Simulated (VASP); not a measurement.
Input of a VASP 6.6.1 run:

The input INCAR:

```
SYSTEM = BN
ALGO = Normal
EDIFF = 1E-7
EDIFFG = -0.03
ENCUT = 520
GGA = PE
GGA_COMPAT = .False.
IBRION = 2
ISIF = 2
ISMEAR = 0
ISYM = -1
LASPH = .True.
LCHARG = .False.
LREAL = Auto
LWAVE = .False.
NELM = 120
NELMIN = 4
NSW = 100
PREC = Accurate
SIGMA = 0.01
```

The input KPOINTS:

```
explicit points
1
Reciprocal
  0.25000000   0.25000000   0.25000000 1
```

POSCAR

```
BN
1.0
    7.4650312800      0.0000000000      0.0000000000
   -3.7325156400      6.4649067300      0.0000000000
    0.0000000000      0.0000000000      6.4954828800
B N
17 17
Direct
    0.1111111100      0.2222222200      0.2500000000
    0.2222222200      0.1111111100      0.7500000000
    0.1111111100      0.5555555600      0.2500000000
    0.2222222200      0.4444444400      0.7500000000
    0.1111111100      0.8888888900      0.2500000000
    0.2222222200      0.7777777800      0.7500000000
    0.4444444400      0.2222222200      0.2500000000
    0.5555555600      0.1111111100      0.7500000000
    0.4444444400      0.5555555600      0.2500000000
    0.4444444400      0.8888888900      0.2500000000
    0.5555555600      0.7777777800      0.7500000000
    0.7777777800      0.2222222200      0.2500000000
    0.8888888900      0.1111111100      0.7500000000
    0.7777777800      0.5555555600      0.2500000000
    0.8888888900      0.4444444400      0.7500000000
    0.7777777800      0.8888888900      0.2500000000
    0.8888888900      0.7777777800      0.7500000000
    0.1111111100      0.2222222200      0.7500000000
    0.2222222200      0.1111111100      0.2500000000
    0.1111111100      0.5555555600      0.7500000000
    0.2222222200      0.4444444400      0.2500000000
    0.1111111100      0.8888888900      0.7500000000
    0.2222222200      0.7777777800      0.2500000000
    0.5555555600      0.1111111100      0.2500000000
    0.4444444400      0.5555555600      0.7500000000
    0.5555555600      0.4444444400      0.2500000000
    0.4444444400      0.8888888900      0.7500000000
    0.5555555600      0.7777777800      0.2500000000
    0.7777777800      0.2222222200      0.7500000000
    0.8888888900      0.1111111100      0.2500000000
    0.7777777800      0.5555555600      0.7500000000
    0.8888888900      0.4444444400      0.2500000000
    0.7777777800      0.8888888900      0.7500000000
    0.8888888900      0.7777777800      0.2500000000
```

Potentials or basis: VASP PAW PBE potentials, release 64 (B, N).

Launch:

```bash
$ cat potpaw_PBE.64/B/POTCAR potpaw_PBE.64/N/POTCAR > POTCAR
$ mpirun -np 1 vasp_std > vasp.out
```

Predict the energy gained by relaxing.

17.2 meV/atom.

What does it give for the band gap on the k mesh?

0.75 eV.

Final structure:
```cif
data_structure
_symmetry_space_group_name_H-M 'P 1'
_symmetry_Int_Tables_number 1
_cell_length_a 7.4650
_cell_length_b 7.4650
_cell_length_c 6.4955
_cell_angle_alpha 90.000
_cell_angle_beta 90.000
_cell_angle_gamma 120.000
_cell_volume 313.48
loop_
_atom_site_label
_atom_site_type_symbol
_atom_site_fract_x
_atom_site_fract_y
_atom_site_fract_z
_atom_site_occupancy
B1 B 0.11158 0.22220 0.24998 1
B2 B 0.23581 0.10287 0.75007 1
B3 B 0.11130 0.55506 0.25009 1
B4 B 0.23524 0.44345 0.74976 1
B5 B 0.11115 0.88851 0.24986 1
B6 B 0.21586 0.76627 0.74961 1
B7 B 0.44500 0.22257 0.25001 1
B8 B 0.53368 0.10550 0.75001 1
B9 B 0.44507 0.55519 0.25001 1
B10 B 0.44484 0.88856 0.25002 1
B11 B 0.56294 0.78453 0.74971 1
B12 B 0.77809 0.22218 0.25017 1
B13 B 0.89334 0.11935 0.75004 1
B14 B 0.77747 0.55514 0.25000 1
B15 B 0.87486 0.44123 0.75012 1
B16 B 0.77800 0.88856 0.25002 1
B17 B 0.88349 0.77976 0.75038 1
N1 N 0.12701 0.22008 0.74982 1
N2 N 0.22211 0.11114 0.24977 1
N3 N 0.10730 0.54608 0.74935 1
N4 N 0.22217 0.44452 0.25002 1
N5 N 0.11027 0.88284 0.74998 1
N6 N 0.22213 0.77784 0.24997 1
N7 N 0.55542 0.11125 0.25015 1
N8 N 0.45519 0.57068 0.74973 1
N9 N 0.55534 0.44446 0.25005 1
N10 N 0.43931 0.88638 0.74950 1
N11 N 0.55562 0.77806 0.25006 1
N12 N 0.76382 0.21990 0.75038 1
N13 N 0.88894 0.11144 0.25015 1
N14 N 0.77557 0.56416 0.75133 1
N15 N 0.88872 0.44458 0.25016 1
N16 N 0.78463 0.90102 0.74992 1
N17 N 0.88875 0.77797 0.24981 1
```

Caveat: semilocal functionals underestimate gaps, and a narrow one can read as zero.
